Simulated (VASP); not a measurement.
# WC (P1) in VASP: single point with PBEsol

Aim: the single point of WC with PBEsol.

Everything below comes from runs of VASP 6.6.1. Logs are shortened: lines on timing, memory, paths and dates and some standing lists are left out, and cuts for length are marked.

## (1) The cell of the first run

The typed cell holds 16 atoms: a = 5.772 Å, b = 4.999 Å, c = 5.648 Å, α = 90.00°, β = 90.00°, γ = 90.00°.

## (2) Single point, PBEsol

The input, INCAR:

```
SYSTEM = WC
PREC = Accurate
ENCUT = 520
EDIFF = 1E-6
ISMEAR = -1
SIGMA = 0.17
LREAL = Auto
LASPH = .TRUE.
NELM = 100
ALGO = Normal
ISIF = 2
LWAVE = .FALSE.
LCHARG = .FALSE.
GGA = PS
NBANDS = 86
```

The input, KPOINTS:

```
regular mesh
0
G
  3 3 3
  0 0 0
```

The input, POSCAR:

```
WC
1.0
   -2.8860900000     -4.9988550000      0.0000000000
    4.3291350000     -2.4994270000      0.0000000000
    0.0000000000      0.0000000000      5.6483400000
W C
8 8
Direct
    0.7554590561      0.4965016862     -0.0020537007
    0.7454676121      0.4784758666      0.4988899393
    0.5224205366      0.0164819731      0.0198819476
    0.5309577168     -0.0202368933      0.5094240078
    0.2534104100      0.4932082853     -0.0024786043
    0.2855322581      0.4935793859      0.5180991229
    0.0063457659     -0.0078504247     -0.0055591554
    0.0268762658     -0.0213051055      0.5130533927
    0.5179575670      0.6583929941      0.2621478169
    0.5201035158      0.6290553554      0.7390312906
    0.2866234643      0.1844066110      0.2653700025
    0.2821100841      0.1801503286      0.7447674892
    0.0136414897      0.6875208482      0.2467450614
   -0.0225396036      0.6749035720      0.7493352029
    0.7951892127      0.1510203851      0.2475594599
    0.7647450177      0.1491343994      0.7611793908
```

Potentials or basis: VASP PAW PBE potentials, release 64 (W_sv, C).

Started as:

```
cat potpaw_PBE.64/W_sv/POTCAR potpaw_PBE.64/C/POTCAR > POTCAR
mpirun -np 1 vasp_std > vasp.out
```

OUTCAR:

```text
SYSTEM = WC
   PREC = Accurate
   ENCUT = 520
   EDIFF = 1E-6
   ISMEAR = -1
   LREAL = Auto
   LASPH = .TRUE.
   NELM = 100
   ISIF = 2
   GGA = PS

 ion  position               nearest neighbor table
   1  0.755  0.497  0.998-  14 2.10  10 2.10   9 2.18  16 2.19  15 2.24  13 2.26   3 2.75   2 2.82
                             2 2.83   7 2.87   5 2.87   5 2.90   7 2.91   3 2.93
   2  0.745  0.478  0.499-  10 2.02   9 2.08  14 2.18  15 2.19  16 2.22  13 2.35   6 2.66   4 2.78
                             4 2.80   1 2.82   1 2.83   8 2.98   8 2.98   6 3.12
   3  0.522  0.016  0.020-  11 2.12  16 2.13  15 2.14  12 2.24   9 2.25  10 2.50   1 2.75   4 2.77
                             7 2.80   5 2.85   4 2.89   1 2.93   7 2.98   5 3.04
   4  0.531  0.980  0.509-   9 2.13  16 2.14  10 2.18  12 2.20  11 2.22  15 2.29   3 2.77   2 2.78
                             2 2.80   6 2.81   8 2.86   3 2.89   8 2.91   6 2.93
   5  0.253  0.493  0.998-  12 2.12  11 2.17  13 2.20  10 2.23   9 2.29  14 2.31   6 2.71   3 2.85
                             7 2.87   1 2.87   7 2.88   1 2.90   6 2.95   3 3.04
   6  0.286  0.494  0.518-  10 1.96  12 2.02  11 2.10   9 2.14  14 2.39  13 2.40   2 2.66   5 2.71
                             4 2.81   8 2.85   4 2.93   5 2.95   8 2.98   2 3.12
   7  0.006  0.992  0.994-  15 2.04  16 2.07  13 2.09  14 2.11  12 2.33  11 2.43   8 2.72   3 2.80
                             1 2.87   5 2.87   5 2.88   1 2.91   8 2.93   3 2.98
   8  0.027  0.979  0.513-  14 2.04  13 2.09  15 2.19  12 2.21  16 2.23  11 2.29   7 2.72   6 2.85
                             4 2.86   4 2.91   7 2.93   6 2.98   2 2.98   2 2.98
   9  0.518  0.658  0.262-   2 2.08   4 2.13   6 2.14   1 2.18   3 2.25   5 2.29
  10  0.520  0.629  0.739-   6 1.96   2 2.02   1 2.10   4 2.18   5 2.23   3 2.50
  11  0.287  0.184  0.265-   6 2.10   3 2.12   5 2.17   4 2.22   8 2.29   7 2.43
  12  0.282  0.180  0.745-   6 2.02   5 2.12   4 2.20   8 2.21   3 2.24   7 2.33
  13  0.014  0.688  0.247-   7 2.09   8 2.09   5 2.20   1 2.26   2 2.35   6 2.40
  14  0.977  0.675  0.749-   8 2.04   1 2.10   7 2.11   2 2.18   5 2.31   6 2.39
  15  0.795  0.151  0.248-   7 2.04   3 2.14   2 2.19   8 2.19   1 2.24   4 2.29
  16  0.765  0.149  0.761-   7 2.07   3 2.13   4 2.14   1 2.19   2 2.22   8 2.23

  LATTYP: Found a simple orthorhombic cell.
 ALAT       =     4.9988543864
 B/A-ratio  =     1.1299268919
 C/A-ratio  =     1.1547006521

  Lattice vectors:

 A1 = (   4.3291350000,  -2.4994270000,   0.0000000000)
 A2 = (   0.0000000000,   0.0000000000,   5.6483400000)
 A3 = (  -2.8860900000,  -4.9988550000,   0.0000000000)

Analysis of symmetry for initial positions (statically):
=====================================================================
 Subroutine PRICEL returns:
 Original cell was already a primitive cell.

 Routine SETGRP: Setting up the symmetry group for a
 simple orthorhombic supercell.

 Subroutine GETGRP returns: Found  1 space group operations
 (whereof  1 operations were pure point group operations)
 out of a pool of  8 trial point group operations.

The static configuration has the point symmetry C_1 .

Analysis of symmetry for dynamics (positions and initial velocities):
=====================================================================
 Subroutine PRICEL returns:
 Original cell was already a primitive cell.

 Routine SETGRP: Setting up the symmetry group for a
 simple orthorhombic supercell.

 Subroutine GETGRP returns: Found  1 space group operations
 (whereof  1 operations were pure point group operations)
 out of a pool of  8 trial point group operations.

The dynamic configuration has the point symmetry C_1 .

 Subroutine INISYM returns: Found  1 space group operations
 (whereof  1 operations are pure point group operations),
 and found     1 'primitive' translations

----------------------------------------------------------------------------------------

                                     Primitive cell

  volume of cell :     162.9788

  direct lattice vectors                    reciprocal lattice vectors
    -2.886090000 -4.998855000  0.000000000    -0.086622372 -0.150034365  0.000000000
     4.329135000 -2.499427000  0.000000000     0.173244779 -0.100022910  0.000000000
     0.000000000  0.000000000  5.648340000     0.000000000  0.000000000  0.177043167

  length of vectors
     5.772180420  4.998854386  5.648340000     0.173244758  0.200045835  0.177043167

  position of ions in fractional coordinates (direct lattice)
     0.755459056  0.496501686  0.997946299
     0.745467612  0.478475867  0.498889939
[... 46 lines left out ...]
     0.057748260 -0.033340970  0.000000000     0.000000000  0.333333333  0.000000000
     0.000000000  0.000000000  0.059014389     0.000000000  0.000000000  0.333333333

  Length of vectors
     0.057748253  0.066681945  0.059014389

  Shift w.r.t. Gamma in fractional coordinates (k-lattice)
     0.000000000  0.000000000  0.000000000

 Subroutine IBZKPT returns following result:
 ===========================================

 Found     14 irreducible k-points:

 Following reciprocal coordinates:
            Coordinates               Weight
  0.000000  0.000000  0.000000      1.000000
  0.333333  0.000000  0.000000      2.000000
  0.000000  0.333333  0.000000      2.000000
  0.333333  0.333333  0.000000      2.000000
 -0.333333  0.333333  0.000000      2.000000
  0.000000  0.000000  0.333333      2.000000
  0.333333  0.000000  0.333333      2.000000
 -0.333333  0.000000  0.333333      2.000000
  0.000000  0.333333  0.333333      2.000000
  0.000000  0.333333 -0.333333      2.000000
  0.333333  0.333333  0.333333      2.000000
 -0.333333  0.333333 -0.333333      2.000000
 -0.333333 -0.333333  0.333333      2.000000
  0.333333 -0.333333 -0.333333      2.000000
   k-points           NKPTS =     14   k-points in BZ     NKDIM =     14   number of bands    NBANDS=     86
   number of dos      NEDOS =    301   number of ions     NIONS =     16
   total plane-waves  NPLWV =  80640
   dimension x,y,z NGX =    48 NGY =   40 NGZ =   42
   dimension x,y,z NGXF=    96 NGYF=   80 NGZF=   84
   ions per type =               8   8
   NGX,Y,Z   is equivalent  to a cutoff of  13.82, 13.30, 12.36 a.u.
   NGXF,Y,Z  is equivalent  to a cutoff of  27.65, 26.61, 24.72 a.u.
 SYSTEM =  WC
   PREC   = accura    normal or accurate (medium, high low for compatibility)
   ISTART =      0    job   : 0-new  1-cont  2-samecut
   ICHARG =      2    charge: 1-file 2-atom 10-const
   ISPIN  =      1    spin polarized calculation?
   LNONCOLLINEAR =      F non collinear calculations
   LSORBIT =      F    spin-orbit coupling
   LASPH  =      T    aspherical Exc in radial PAW
   ENCUT  =  520.0 eV  38.22 Ry    6.18 a.u.  10.73  9.29 10.50*2*pi/ulx,y,z
   NELM   =    100;   NELMIN=  2; NELMDL= -5     # of ELM steps
   EDIFF  = 0.1E-05   stopping-criterion for ELM
   LREAL  =      T    real-space projection
   EDIFFG = 0.1E-04   stopping-criterion for IOM
   NSW    =      0    number of steps for IOM
   IBRION =     -1    ionic relax: 0-MD 1-quasi-New 2-CG
   NFREE  =      0    steps in history (QN), initial steepest desc. (CG)
   ISIF   =      2    stress and relaxation
   ISYM   =      2    0-nonsym 1-usesym 2-fastsym
   POTIM  = 0.5000    time-step for ionic-motion
   TEBEG  =    0.0;   TEEND  =   0.0 temperature during run
   PSTRESS=    0.0 pullay stress
   NELECT =     144.0000    total number of electrons
   NUPDOWN=      -1.0000    fix difference up-down
   EMIN   =  10.00;   EMAX   =-10.00  energy-range for DOS
   EFERMI =   0.00;   METHOD = LEGACY
   ISMEAR =    -1;   SIGMA  =   0.17  broadening in eV -4-tet -1-fermi 0-gaus
   EFERMI_NEDOS =   21; number of points for ismear=-14 and -15
   IALGO  =     38    algorithm
   IMIX   =      4    mixing-type and parameters
     AMIX     =   0.40;   BMIX     =  1.00
     AMIX_MAG =   1.60;   BMIX_MAG =  1.00
  volume/ion in A,a.u.               =      10.19        68.74
  Fermi-wavevector in a.u.,A,eV,Ry     =   1.570912  2.968594 33.575985  2.467765
  Thomas-Fermi vector in A             =   2.672575
   LORBIT       =      0    0 simple, 1 ext, 2 COOP (PROOUT), +10 PAW based schemes
   GGA     = PS    functional components
   LHFCALC =     F    Hartree Fock is set to
   AEXX    =    0.0000 exact exchange contribution
   IVDW    =     0    specifies the selected vdW correction
   LEPSILON=     F    determine dielectric tensor
   LRPA    =     F    only Hartree local field effects (RPA)
 non-spin polarized calculation
  energy-cutoff  :      520.00
  volume of cell :      162.98
 maximum number of plane-waves:      4399
 NGX is ok and might be reduce to    48
   NGX = 21   NGY = 19   NGZ = 21

 number of electron     144.0000010 magnetization

 Free energy of the ion-electron system (eV)
  ---------------------------------------------------
  ext. energy  EPLUGINS =         0.00000000
  ---------------------------------------------------
  free energy    TOTEN  =      -187.87887275 eV

  energy without entropy =     -187.58565675  energy(sigma->0) =     -187.73226475

 E-fermi :  11.3837     XC(G=0): -14.0103

 val. band max:       11.3252795874   @ k =   0.0000   0.3333   0.0000
 cond. band min:      11.5688015451   @ k =   0.0000   0.0000   0.3333
 fundamental gap:      0.2435219578
 Fermi energy:        11.3836649825

 k-point     1 :       0.0000    0.0000    0.0000
  band No.  band energies     occupation
      1     -62.6943      2.00000
      2     -62.6507      2.00000
      3     -62.6266      2.00000
      4     -62.6174      2.00000
      5     -62.5786      2.00000
      6     -62.5326      2.00000
[... 1207 lines left out ...]
     83      15.1116      0.00000
     84      15.5350      0.00000
 [bands above 84 left out]

------------------------ aborting loop because EDIFF is reached ----------------------------------------

  FORCE on cell =-STRESS in cart. coord.  units (eV):
  Direction    XX          YY          ZZ          XY          YZ          ZX
  --------------------------------------------------------------------------------------
  -------------------------------------------------------------------------------------
  Total       15.5806357     14.0241241     13.8018913     -0.8483970     -0.8138856      0.6408308
  in kB      153.1667651    137.8653457    135.6806671     -8.3402391     -8.0009716      6.2997415
  external PRESSURE =     142.2375926 kB  Pullay stress =       0.0000000 kB

 VOLUME and BASIS-vectors are now :
 -----------------------------------------------------------------------------
  energy-cutoff  :      520.00
  volume of cell :      162.98
      direct lattice vectors                 reciprocal lattice vectors
    -2.886090000 -4.998855000  0.000000000    -0.086622372 -0.150034365  0.000000000
     4.329135000 -2.499427000  0.000000000     0.173244779 -0.100022910  0.000000000
     0.000000000  0.000000000  5.648340000     0.000000000  0.000000000  0.177043167

 POSITION                                       TOTAL-FORCE (eV/Angst)
 -----------------------------------------------------------------------------------
     -0.03090     -5.01740      5.63674        -0.720156     -0.922518      1.712264
     -0.08010     -4.92240      2.81790        -2.305139     -5.063842     -0.275084
     -1.43640     -2.65270      0.11230        -2.006601      2.679167     -1.738806
      2.70914     -5.10303      2.87740         2.011852      0.459515     -0.400200
      1.40380     -2.49950      5.63434         0.460125     -1.814337      2.055188
      1.31270     -2.66100      2.92640         3.150403      4.759367     -4.206598
[... 8 lines left out ...]
     -1.64120     -4.35250      1.39830         1.887174      1.525033      1.338486
     -1.56150     -4.19560      4.29940         0.711623     -0.162433     -1.025783
 -----------------------------------------------------------------------------------
    total drift:                               -0.018115      0.011578      0.012935

  FREE ENERGIE OF THE ION-ELECTRON SYSTEM (eV)
  ---------------------------------------------------
  free  energy   TOTEN  =      -187.8788727501 eV

  energy  without entropy=     -187.5856567515  energy(sigma->0) =     -187.73226475
```

Run time: 5.1 min. Hardware: 1 thread of AMD EPYC 7R13 (Zen 3), shared host; peak memory 0.31 GiB.

Results:

| Quantity | Value |
| --- | --- |
| Free energy | -187.8789 eV |
| Pressure | 14.2 GPa |
| Largest force | 7.090 eV/Å |
| Band gap on the k mesh | zero (bands 72 and 73 overlap by 0.06 eV) |

Forces in eV/Å, atoms in the order of the input:
```
W   -0.720 -0.923  1.712
W   -2.305 -5.064 -0.275
W   -2.007  2.679 -1.739
W    2.012  0.460 -0.400
W    0.460 -1.814  2.055
W    3.150  4.759 -4.207
W   -0.739 -3.331  1.726
W    2.839 -1.198 -2.269
C    0.423  0.129 -1.769
C    2.500 -1.123  3.103
C   -0.876  1.538 -0.572
C   -1.892  2.187  1.766
C   -2.359  1.324  0.260
C   -3.085 -0.986  0.296
C    1.887  1.525  1.338
C    0.712 -0.162 -1.026
```

Stress tensor (GPa, compression positive):
```
15.32 -0.83  0.63
-0.83 13.79 -0.80
 0.63 -0.80 13.57
```

Caveat: the k points lie up to 0.42 Å⁻¹ apart; the PAW data sets were made with another functional, which shifts forces and pressure a little; spin-orbit coupling is left out, which moves the levels of the heavy elements.

The gap in the log of VASP goes by the Fermi energy; the results here count the filled bands.